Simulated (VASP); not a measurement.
The system is ZrB.

```xyz
2
Lattice="0.0000 2.3250 2.3250 2.3250 0.0000 2.3250 2.3250 2.3250 0.0000" Properties=species:S:1:pos:R:3 pbc="T T T"
Zr    0.0000    0.0000    0.0000
B     2.3250    2.3250    2.3250
```

```yaml
Program: VASP 6.6.1
Task: relaxation of cell and atoms
Functional: PBE
Potentials_or_basis: VASP PAW PBE potentials, release 64 (Zr_sv, B)
Cutoff: 600 eV
k_mesh: 10 × 10 × 10
Occupations: fermi-dirac, width 0.05 eV
Spin: no spin polarisation
```

At the start: pressure 34.8 GPa; volume 12.57 Å³/atom.

Problem. Where does the relaxation end?

Solution. Over 18 steps the energy falls by 207.7 meV/atom and the volume is 14.75 Å³/atom (+17.4 %); space group Fm-3m (No. 225, to 0.05 Å).

Step by step:
| step | energy change (eV) | largest force (eV/Å) | pressure (GPa) | volume (Å³) |
| --- | --- | --- | --- | --- |
| 1 | 0.0000 | 0.0000 | 34.77 | 25.14 |
| 2 | 0.1524 | 0.0000 | -22.07 | 36.42 |
| 3 | -0.4146 | 0.0000 | -1.14 | 29.71 |
| 4 | -0.4153 | 0.0000 | -0.18 | 29.53 |
| 5 | -0.4153 | 0.0000 | 0.31 | 29.44 |
| 6 | -0.4153 | 0.0000 | 0.33 | 29.44 |
| 7 | -0.4153 | 0.0000 | 0.31 | 29.44 |
| 8 | -0.4153 | 0.0000 | 0.30 | 29.44 |
| 9 | -0.4153 | 0.0000 | 0.30 | 29.44 |
| 10 | -0.4153 | 0.0000 | 0.29 | 29.44 |
| 11 | -0.4153 | 0.0000 | 0.30 | 29.44 |
| 12 | -0.4153 | 0.0000 | 0.30 | 29.44 |
| 13 | -0.4153 | 0.0000 | 0.30 | 29.45 |
| 14 | -0.4153 | 0.0000 | 0.30 | 29.45 |
| 15 | -0.4153 | 0.0000 | 0.27 | 29.45 |
| 16 | -0.4153 | 0.0000 | 0.23 | 29.46 |
| 17 | -0.4153 | 0.0000 | 0.17 | 29.47 |
| 18 | -0.4153 | 0.0000 | -0.01 | 29.50 |

Final structure:
```
CELL_PARAMETERS angstrom
0.00000 2.45252 2.45252
2.45252 0.00000 2.45252
2.45252 2.45252 0.00000
ATOMIC_POSITIONS crystal
Zr 0.00000 0.00000 0.00000
B 0.50000 0.50000 0.50000
```

Caveat: the volume moved by over 15 % at a fixed basis, so the end points are rough; the volume moved by +17 % from the deposited cell, more than functionals usually miss.
